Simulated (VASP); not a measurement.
# Ta32F (a cell with a defect) in VASP: a series of runs

Ta32F (a cell with a defect) is run at these levels: PBE; tasks: single point.

Program: VASP 6.6.1. These are calculated values, not measurements. Logs are shortened: lines on timing, memory, paths and dates and some standing lists are left out, and cuts for length are marked.

**1. The cell of the first run**

The cell holds a defect, 33 atoms: a = 9.392 Å, b = 9.392 Å, c = 9.392 Å, α = 60.00°, β = 60.00°, γ = 60.00°.

**2. Single point, PBE**

Input file INCAR:

```
SYSTEM = Ta32F
  PREC = Accurate
  ENCUT = 520
  EDIFF = 1E-6
  ISMEAR = 1
  SIGMA = 0.1
  LREAL = Auto
  LASPH = .True.
  NELM = 80
  ALGO = Normal
  ISIF = 2
  LWAVE = .False.
  LCHARG = .False.
  GGA = PE
  NBANDS = 202
```

Input file KPOINTS:

```
regular mesh
0
Gamma
  1 1 1
  0 0 0
```

Input file POSCAR:

```
Ta32F
1.0
    0.0000000000      6.6414755500      6.6414755500
    6.6414755500      0.0000000000      6.6414755500
    6.6414755500      6.6414755500      0.0000000000
Ta F
32 1
Direct
   -0.0080179472     -0.0079536542      0.0082587069
    0.1202557314      0.1203361352      0.1333589943
    0.2502508648      0.2503262999      0.2499598150
    0.3749050164      0.3749754827      0.3672907446
   -0.0004495989     -0.0003792832      0.5006504917
    0.1202431589      0.1203285315      0.6265241765
    0.2229110819      0.2230057897      0.7772321770
    0.3749028332      0.3749632113      0.8833232850
    0.0005935428      0.4980942827     -0.0004014168
    0.1260076912      0.6238667851      0.1252902301
    0.2517825275      0.7492475825      0.2510421799
    0.3761286150      0.8830450336      0.3706531751
    0.0006253128      0.4980893139      0.5021975877
    0.1168841162      0.6329853913      0.6253042669
    0.2517748484      0.7492724264      0.7484141834
    0.3736602629      0.8668956856      0.8799647693
    0.4980241928      0.0006752265     -0.0004039012
    0.6237971470      0.1260761248      0.1252757002
    0.7491904416      0.2518782140      0.2510130448
    0.8829778045      0.3762121055      0.3706487333
    0.4979955847      0.0006839595      0.5022098591
    0.6329223782      0.1169523992      0.6253078053
    0.7491925495      0.2518459923      0.7484273581
    0.8668197235      0.3737541426      0.8799524979
    0.4995447887      0.4996205248      0.0006588144
    0.6295457942      0.6296302634      0.1172197344
    0.7578281305      0.7578854973      0.2424154072
    0.8748934565      0.8749825933      0.3764168792
    0.5268607064      0.5269430676      0.4732836064
    0.6295364590      0.6296156582      0.6240700532
    0.7502430691      0.7503281406      0.7499453943
    0.8748761410      0.8749940365      0.8742049047
    0.3750893128      0.3747701066      0.6259629308
```

Potentials or basis: VASP PAW PBE potentials, release 64 (Ta_pv, F).

Run with:

```bash
$ cat potpaw_PBE.64/Ta_pv/POTCAR potpaw_PBE.64/F/POTCAR > POTCAR
$ mpirun -np 1 vasp_gam > vasp.out
```

OUTCAR:

```text
SYSTEM = Ta32F
   PREC = Accurate
   ENCUT = 520
   EDIFF = 1E-6
   ISMEAR = 1
   LREAL = Auto
   LASPH = .True.
   NELM = 80
   ISIF = 2
   GGA = PE

 ion  position               nearest neighbor table
   1  0.992  0.992  0.008-  28 2.82  10 2.83  18 2.83  32 2.83   2 2.93  16 2.93  24 2.93   6 2.93
                             7 3.07  27 3.11  11 3.34  19 3.34  15 3.34  23 3.34
   2  0.120  0.120  0.133-   7 2.74   5 2.82  19 2.85  11 2.85   3 2.89   9 2.90  17 2.90   1 2.93
                            28 3.26  20 3.28  12 3.28  16 3.37  24 3.37   8 3.38
   3  0.250  0.250  0.250-   4 2.81   8 2.81  20 2.82  12 2.82  10 2.86  18 2.86   6 2.89   2 2.89
                            25 3.31  21 3.32  13 3.32  17 3.32   9 3.32   5 3.33
   4  0.375  0.375  0.367-  33 2.43  25 2.81   3 2.81  11 2.87  13 2.87  19 2.87  21 2.87  29 3.15
                             7 3.15  10 3.26  18 3.26  26 3.38   6 3.38  14 3.43  22 3.43
   5  1.000  1.000  0.501-  22 2.81  14 2.81   6 2.82   2 2.82  28 2.86  32 2.86  12 2.89  20 2.89
                            31 3.31  11 3.32  15 3.32  19 3.32  23 3.32   3 3.33
   6  0.120  0.120  0.627-   7 2.74   5 2.82  23 2.85  15 2.85   3 2.89  21 2.90  13 2.90   1 2.93
                            32 3.26  20 3.28  12 3.28  24 3.37  16 3.37   4 3.38
   7  0.223  0.223  0.777-  33 2.02   6 2.74  24 2.74  16 2.74   2 2.74   1 3.07   4 3.15  14 3.15
                            22 3.15   8 3.15  13 3.32  21 3.32   9 3.32  17 3.32
   8  0.375  0.375  0.883-  33 2.42  25 2.81   3 2.81  17 2.87  23 2.87   9 2.87  15 2.87  29 3.15
                             7 3.15  18 3.26  10 3.26   2 3.38  30 3.38  22 3.43  14 3.43
   9  0.001  0.498  1.000-  26 2.85  20 2.85  14 2.87   8 2.87  10 2.89  32 2.89   2 2.90  24 2.90
[... 32 lines left out ...]
                             3 3.31  19 3.32  23 3.32  11 3.32  15 3.32  31 3.33
  26  0.630  0.630  0.117-  29 2.74  31 2.82  17 2.85   9 2.85  25 2.89  19 2.90  11 2.90  27 2.93
                            32 3.26  16 3.28  24 3.28  12 3.37  20 3.37   4 3.38
  27  0.758  0.758  0.242-  28 2.82  10 2.83  18 2.83  32 2.83  30 2.93  20 2.93  12 2.93  26 2.93
                            29 3.07   1 3.11  13 3.34  21 3.34   9 3.34  17 3.34
  28  0.875  0.875  0.376-   1 2.82  27 2.82  31 2.86   5 2.86  11 2.89  13 2.89  19 2.89  21 2.89
                             2 3.26  30 3.26  22 3.26  14 3.26  18 3.34  10 3.34
  29  0.527  0.527  0.473-  33 2.02  26 2.74  12 2.74  20 2.74  30 2.74  27 3.07   4 3.15  14 3.15
                            22 3.15   8 3.15  11 3.32  19 3.32  15 3.32  23 3.32
  30  0.630  0.630  0.624-  29 2.74  31 2.82  21 2.85  13 2.85  25 2.89  15 2.90  23 2.90  27 2.93
                            28 3.26  24 3.28  16 3.28  12 3.37  20 3.37   8 3.38
  31  0.750  0.750  0.750-  22 2.81  14 2.81  26 2.82  30 2.82  28 2.86  32 2.86  24 2.89  16 2.89
                             5 3.31  21 3.32  13 3.32  17 3.32   9 3.32  25 3.33
  32  0.875  0.875  0.874-  27 2.83   1 2.83   5 2.86  31 2.86  17 2.89  23 2.89  15 2.89   9 2.89
                            26 3.26   6 3.26  22 3.26  14 3.26  18 3.34  10 3.34
  33  0.375  0.375  0.626-   7 2.02  29 2.02   8 2.42  22 2.42  14 2.43   4 2.43

  LATTYP: Found a face centered cubic cell.
 ALAT       =    13.2829511000

  Lattice vectors:

 A1 = (   0.0000000000,   6.6414755500,   6.6414755500)
 A2 = (   6.6414755500,   0.0000000000,   6.6414755500)
 A3 = (   6.6414755500,   6.6414755500,   0.0000000000)

Analysis of symmetry for initial positions (statically):
=====================================================================
 Subroutine PRICEL returns:
 Original cell was already a primitive cell.

 Routine SETGRP: Setting up the symmetry group for a
 face centered cubic supercell.

 Subroutine GETGRP returns: Found  1 space group operations
 (whereof  1 operations were pure point group operations)
 out of a pool of 48 trial point group operations.

The static configuration has the point symmetry C_1 .

Analysis of symmetry for dynamics (positions and initial velocities):
=====================================================================
 Subroutine PRICEL returns:
 Original cell was already a primitive cell.

 Routine SETGRP: Setting up the symmetry group for a
 face centered cubic supercell.

 Subroutine GETGRP returns: Found  1 space group operations
 (whereof  1 operations were pure point group operations)
 out of a pool of 48 trial point group operations.

The dynamic configuration has the point symmetry C_1 .

 Subroutine INISYM returns: Found  1 space group operations
 (whereof  1 operations are pure point group operations),
 and found     1 'primitive' translations

----------------------------------------------------------------------------------------

                                     Primitive cell

  volume of cell :     585.9003
[... 82 lines left out ...]
 KPOINTS: regular mesh

Automatic generation of k-mesh.
 Grid dimensions read from file:
 generate k-points for:    1    1    1

 Generating k-lattice:

  Cartesian coordinates                     Fractional coordinates (reciprocal lattice)
    -0.075284475  0.075284475  0.075284475     1.000000000  0.000000000  0.000000000
     0.075284475 -0.075284475  0.075284475     0.000000000  1.000000000  0.000000000
     0.075284475  0.075284475 -0.075284475     0.000000000  0.000000000  1.000000000

  Length of vectors
     0.130396536  0.130396536  0.130396536

  Shift w.r.t. Gamma in fractional coordinates (k-lattice)
     0.000000000  0.000000000  0.000000000

 Subroutine IBZKPT returns following result:
 ===========================================

 Found      1 irreducible k-points:

 Following reciprocal coordinates:
            Coordinates               Weight
  0.000000  0.000000  0.000000      1.000000
   k-points           NKPTS =      1   k-points in BZ     NKDIM =      1   number of bands    NBANDS=    202
   number of dos      NEDOS =    301   number of ions     NIONS =     33
   total plane-waves  NPLWV = 343000
   dimension x,y,z NGX =    70 NGY =   70 NGZ =   70
   dimension x,y,z NGXF=   140 NGYF=  140 NGZF=  140
   ions per type =              32   1
   NGX,Y,Z   is equivalent  to a cutoff of  12.39, 12.39, 12.39 a.u.
   NGXF,Y,Z  is equivalent  to a cutoff of  24.78, 24.78, 24.78 a.u.
 SYSTEM =  Ta32F
   PREC   = accura    normal or accurate (medium, high low for compatibility)
   ISTART =      0    job   : 0-new  1-cont  2-samecut
   ICHARG =      2    charge: 1-file 2-atom 10-const
   ISPIN  =      1    spin polarized calculation?
   LNONCOLLINEAR =      F non collinear calculations
   LSORBIT =      F    spin-orbit coupling
   LASPH  =      T    aspherical Exc in radial PAW
   ENCUT  =  520.0 eV  38.22 Ry    6.18 a.u.  17.46 17.46 17.46*2*pi/ulx,y,z
   NELM   =     80;   NELMIN=  2; NELMDL= -5     # of ELM steps
   EDIFF  = 0.1E-05   stopping-criterion for ELM
   LREAL  =      T    real-space projection
   EDIFFG = 0.1E-04   stopping-criterion for IOM
   NSW    =      0    number of steps for IOM
   IBRION =     -1    ionic relax: 0-MD 1-quasi-New 2-CG
   NFREE  =      0    steps in history (QN), initial steepest desc. (CG)
   ISIF   =      2    stress and relaxation
   ISYM   =      2    0-nonsym 1-usesym 2-fastsym
   POTIM  = 0.5000    time-step for ionic-motion
   TEBEG  =    0.0;   TEEND  =   0.0 temperature during run
   PSTRESS=    0.0 pullay stress
   NELECT =     359.0000    total number of electrons
   NUPDOWN=      -1.0000    fix difference up-down
   EMIN   =  10.00;   EMAX   =-10.00  energy-range for DOS
   EFERMI =   0.00;   METHOD = LEGACY
   ISMEAR =     1;   SIGMA  =   0.10  broadening in eV -4-tet -1-fermi 0-gaus
   EFERMI_NEDOS =   21; number of points for ismear=-14 and -15
   IALGO  =     38    algorithm
   IMIX   =      4    mixing-type and parameters
     AMIX     =   0.40;   BMIX     =  1.00
     AMIX_MAG =   1.60;   BMIX_MAG =  1.00
  volume/ion in A,a.u.               =      17.75       119.81
  Fermi-wavevector in a.u.,A,eV,Ry     =   1.390481  2.627628 26.306014  1.933438
  Thomas-Fermi vector in A             =   2.514412
   LORBIT       =      0    0 simple, 1 ext, 2 COOP (PROOUT), +10 PAW based schemes
   GGA     = PE    functional components
   LHFCALC =     F    Hartree Fock is set to
   AEXX    =    0.0000 exact exchange contribution
   IVDW    =     0    specifies the selected vdW correction
   LEPSILON=     F    determine dielectric tensor
   LRPA    =     F    only Hartree local field effects (RPA)
 non-spin polarized calculation
 Methfessel and Paxton  Order N= 1 SIGMA  =   0.10
  energy-cutoff  :      520.00
  volume of cell :      585.90
 maximum number of plane-waves:      7833
 NGX is ok and might be reduce to    70
   NGX = 35   NGY = 35   NGZ = 35

 number of electron     358.9999999 magnetization

 Free energy of the ion-electron system (eV)
  ---------------------------------------------------
  ext. energy  EPLUGINS =         0.00000000
  ---------------------------------------------------
  free energy    TOTEN  =      -395.36576827 eV

  energy without entropy =     -395.32450716  energy(sigma->0) =     -395.35201457

 E-fermi :   5.5420     XC(G=0): -12.5797

 val. band max:        5.5110082266   @ k =   0.0000   0.0000   0.0000
 cond. band min:       5.9917233074   @ k =   0.0000   0.0000   0.0000
 fundamental gap:      0.4807150808
 Fermi energy:         5.5420119206

 k-point     1 :       0.0000    0.0000    0.0000
  band No.  band energies     occupation
      1     -29.3234      2.00000
      2     -29.0296      2.00000
      3     -28.8569      2.00000
      4     -28.8567      2.00000
      5     -28.8069      2.00000
      6     -28.8068      2.00000
[... 183 lines left out ...]
    190       6.6787     -0.00000
    191       6.7509     -0.00000
 [bands above 191 left out]

------------------------ aborting loop because EDIFF is reached ----------------------------------------

  FORCE on cell =-STRESS in cart. coord.  units (eV):
  Direction    XX          YY          ZZ          XY          YZ          ZX
  --------------------------------------------------------------------------------------
  -------------------------------------------------------------------------------------
  Total      -25.5117965    -25.4882515    -15.8172179     -0.0010143     -0.0032327     -0.0036583
  in kB      -69.7634412    -69.6990561    -43.2530712     -0.0027737     -0.0088400     -0.0100038
  external PRESSURE =     -60.9051895 kB  Pullay stress =       0.0000000 kB

 VOLUME and BASIS-vectors are now :
 -----------------------------------------------------------------------------
  energy-cutoff  :      520.00
  volume of cell :      585.90
      direct lattice vectors                 reciprocal lattice vectors
     0.000000000  6.641475550  6.641475550    -0.075284475  0.075284475  0.075284475
     6.641475550  0.000000000  6.641475550     0.075284475 -0.075284475  0.075284475
     6.641475550  6.641475550  0.000000000     0.075284475  0.075284475 -0.075284475

 POSITION                                       TOTAL-FORCE (eV/Angst)
 -----------------------------------------------------------------------------------
      6.64350      6.64307     13.17688         0.000202      0.000333      0.000679
      1.68491      1.68438      1.59788         0.000494      0.001238      0.000532
      3.32264      3.32214      3.32457        -0.000472     -0.000073      0.002022
      4.92974      4.92927      4.98031        -0.007783     -0.007725     -0.000287
      9.96401      9.96355     13.27745        -0.000848     -0.000913      0.001922
      4.96020      4.95964      1.59775        -0.000930     -0.000100      0.000544
[... 25 lines left out ...]
     11.61726     11.61648     11.62172        -0.000281      0.001400     -0.000522
      6.64634      6.64846      4.98017         0.000238     -0.001061     -0.002593
 -----------------------------------------------------------------------------------
    total drift:                               -0.000589     -0.001556      0.016155

  FREE ENERGIE OF THE ION-ELECTRON SYSTEM (eV)
  ---------------------------------------------------
  free  energy   TOTEN  =      -395.3657682661 eV

  energy  without entropy=     -395.3245071630  energy(sigma->0) =     -395.35201457
```

It took 3.6 min on 1 thread of AMD EPYC 9R14 (Zen 4), shared host; peak memory 0.65 GiB.

Results:

| Item | Value |
| --- | --- |
| Free energy | -395.3658 eV |
| Pressure | -6.1 GPa |
| Largest force | 0.062 eV/Å |

Forces in eV/Å, atoms in the order of the input:
```
Ta   0.000  0.000  0.001
Ta   0.000  0.001  0.001
Ta   0.000  0.000  0.002
Ta  -0.008 -0.008  0.000
Ta  -0.001 -0.001  0.002
Ta  -0.001  0.000  0.001
Ta   0.000  0.000 -0.062
Ta   0.009  0.008  0.001
Ta  -0.002  0.000  0.000
Ta   0.000 -0.001 -0.001
Ta  -0.001  0.001  0.001
Ta  -0.002  0.001 -0.001
Ta   0.000  0.002 -0.002
Ta   0.009 -0.008  0.001
Ta   0.000  0.001  0.000
Ta  -0.001  0.000  0.002
Ta   0.000 -0.001 -0.001
Ta   0.001  0.001 -0.001
Ta   0.000  0.000 -0.001
Ta   0.001 -0.002 -0.002
Ta   0.001  0.000  0.000
Ta  -0.007  0.008  0.000
Ta   0.000  0.000  0.001
Ta   0.001 -0.001  0.001
Ta  -0.001 -0.001  0.001
Ta   0.000  0.001 -0.001
Ta   0.001  0.000 -0.002
Ta  -0.001 -0.001  0.000
Ta   0.000 -0.001  0.061
Ta  -0.002 -0.001  0.000
Ta   0.000  0.000  0.001
Ta   0.000  0.001 -0.001
F    0.000 -0.001 -0.003
```

Caveat: the k points lie up to 0.82 Å⁻¹ apart; spin-orbit coupling is left out, which moves the levels of the heavy elements; an odd number of electrons without spin polarisation forces a metal; a magnetic or distorted state may lie lower.

[end of part 1 of 2]
